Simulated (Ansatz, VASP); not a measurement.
BN: VASP beside Ansatz

File INCAR:

```
SYSTEM = BN
  ALGO = Normal
  EDIFF = 1E-6
  ENCUT = 600
  GGA = CA
  GGA_COMPAT = .False.
  ISIF = 2
  ISMEAR = 0
  LASPH = .True.
  LCHARG = .False.
  LREAL = .False.
  LWAVE = .False.
  NBANDS = 11
  NELM = 120
  PREC = Accurate
  SIGMA = 0.05
```

File KPOINTS:

```
k-points
0
Gamma
  12 12 12
  0 0 0
```

POSCAR

```
BN
1.0
    1.3512115259      0.7801223382      3.3729344033
   -1.3512115259      0.7801223382      3.3729344033
    0.0000000000     -1.5602446764      3.3729344033
B N
1 1
Direct
    0.9996712000      0.9996712000      0.9996712000
    0.3327618000      0.3327618000      0.3327618000
```

Input for Ansatz:

```yaml
crystal:
  lattice:
    - [1.3512115259, 0.7801223382, 3.3729344033]
    - [-1.3512115259, 0.7801223382, 3.3729344033]
    - [0.0, -1.5602446764, 3.3729344033]
  atoms:
    - { symbol: B, position: [0.9996712, 0.9996712, 0.9996712] }
    - { symbol: "N", position: [0.3327618, 0.3327618, 0.3327618] }
basis:
  ecutwfc: 420
kpoints:
  mp_grid: { grid: [12, 12, 12] }
hamiltonian:
  xc: lda
scf:
  occupations: { method: gaussian, width: 0.05 }
output:
  forces: true
  stress: true
  eigenvalues: true
```

Change from the starting cell: strain +0.080 along x and y, +0.000 along z, atoms carried along.

Alike in both runs: task single point; functional LDA; k mesh 12 × 12 × 12; occupations gaussian, width 0.05 eV; no spin polarisation.

|  | VASP | Ansatz |
| --- | --- | --- |
| version | VASP 6.6.1 | Ansatz 0.2.0 |
| potentials or method | VASP PAW LDA potentials, release 64 (B, N), cutoff 600 eV | scalar-relativistic, plane waves, PAW |
| valence electrons in the cell | 8 | 8 |

Ansatz gave:

```
gap on the k mesh at the Fermi level (eV)                     : 3.64
least direct gap on the mesh (eV)                             : 4.01
pressure (GPa)                                                : -42.3
traceless stress, the component that is largest in VASP (GPa) : 41.23
rms of the force components (eV/Å)                            : 0.011
```

Problem. What did VASP give for the same quantities?

Solution. gap on the k mesh at the Fermi level (eV): 3.63; least direct gap on the mesh (eV): 4.00; pressure (GPa): -42.1; traceless stress, the component that is largest in VASP (GPa): 40.90; rms of the force components (eV/Å): 0.011.

LDA's correlation is that of Perdew and Zunger in VASP and of Perdew and Wang (1992) in Ansatz. Atom by atom the forces differ by 0.000 eV/Å (rms over components). Both programs put the cell under strong tension, so it lies far from rest at this level.

Noted on VASP's run: the cell as given lies far from equilibrium.
